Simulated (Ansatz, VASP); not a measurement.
**Two plane-wave programs on AgCl**

```
CELL_PARAMETERS angstrom
0.00000 2.77736 2.77736
2.77736 0.00000 2.77736
2.77736 2.77736 0.00000
ATOMIC_POSITIONS crystal
Ag 0.00000 0.00000 0.00000
Cl 0.50000 0.50000 0.50000
```

Alike in both runs: task single point; functional PBE; k mesh 6 × 6 × 6; no spin polarisation.

|  | VASP | Ansatz |
| --- | --- | --- |
| version | VASP 6.6.1 | Ansatz 0.2.0 |
| potentials or method | VASP PAW PBE potentials, release 64 (Ag, Cl) | plane waves, PAW |
| plane-wave cutoff (eV) | 500 | 420 |
| occupations | gaussian, width 0.01 eV | fixed |
| valence electrons in the cell | 18 | 26 |

```tsv
	VASP	Ansatz	Ansatz less VASP
gap on the k mesh at the Fermi level (eV)	0.91	0.91	+0.003
pressure (GPa)	1.3	1.4	+0.14
```

VASP's potentials hold 18 valence electrons a cell and Ansatz's 26, so a difference there can come from the potentials and not from the codes.
